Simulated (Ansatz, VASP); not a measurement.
## Two plane-wave programs on H

File POSCAR:

```
H
1.0
    1.6485318600     -2.7316882300      0.0000000000
    1.6485318600      2.7316882300      0.0000000000
    0.0000000000      0.0000000000      6.3137686200
H
4
Direct
    0.5678085000      0.4321915000      0.9995149500
    0.4321915000      0.5678085000      0.0004850500
    0.4321915000      0.5678085000      0.4995149500
    0.5678085000      0.4321915000      0.5004850500
```

INCAR.step1

```
SYSTEM = H
PREC = Accurate ; ENCUT = 520
ISMEAR = 0 ; SIGMA = 0.02
LREAL = .FALSE. ; LASPH = .TRUE.
NELM = 100 ; NBANDS = 10
GGA = PE ; ALGO = Normal
EDIFF = 1E-4 ; LWAVE = .TRUE.
LCHARG = .FALSE.
```

INCAR.step2

```
SYSTEM = H
PREC = Accurate ; ENCUT = 520
EDIFF = 1E-6 ; ISMEAR = 0
SIGMA = 0.02 ; LREAL = .FALSE.
LASPH = .TRUE. ; NELM = 100
ALGO = Normal ; ISIF = 2
LWAVE = .FALSE. ; LCHARG = .FALSE.
METAGGA = R2SCAN ; LMIXTAU = .TRUE.
NBANDS = 10 ; ISTART = 1
```

The input KPOINTS:

```
regular mesh
0
G
  10 10 4
  0 0 0
```

Input for Ansatz:

```yaml
crystal:
  lattice:
    - [1.64853186, -2.73168823, 0.0]
    - [1.64853186, 2.73168823, 0.0]
    - [0.0, 0.0, 6.31376862]
  atoms:
    - { symbol: H, position: [0.5678085, 0.4321915, 0.99951495] }
    - { symbol: H, position: [0.4321915, 0.5678085, 0.00048505] }
    - { symbol: H, position: [0.4321915, 0.5678085, 0.49951495] }
    - { symbol: H, position: [0.5678085, 0.4321915, 0.50048505] }
basis:
  ecutwfc: 500
kpoints:
  mp_grid: { grid: [10, 10, 4] }
hamiltonian:
  xc: r2scan
scf:
  occupations: { method: gaussian, width: 0.02 }
output:
  forces: true
  stress: true
  eigenvalues: true
```

Alike in both runs: task single point; functional r2SCAN; k mesh 10 × 10 × 4; occupations gaussian, width 0.02 eV; no spin polarisation.

```csv
,VASP,Ansatz
version,VASP 6.6.1,Ansatz 0.2.0
potentials or method,"VASP PAW PBE potentials, release 64 (H), cutoff 520 eV","scalar-relativistic, plane waves, PAW"
valence electrons in the cell,4,4
```

|  | VASP | Ansatz | Ansatz less VASP |
| --- | --- | --- | --- |
| gap on the k mesh at the Fermi level (eV) | 9.08 | 9.07 | -0.017 |
| least direct gap on the mesh (eV) | 9.09 | 9.08 | -0.017 |
| pressure (GPa) | 0.1 | 0.2 | +0.17 |
| rms of the force components (eV/Å) | 0.006 | 0.003 | -0.0029 |

VASP's potentials were made for PBE, not for r2SCAN. Atom by atom the forces differ by 0.003 eV/Å (rms over components). The functional is the same, so the differences come from potentials, cutoffs and numerics.
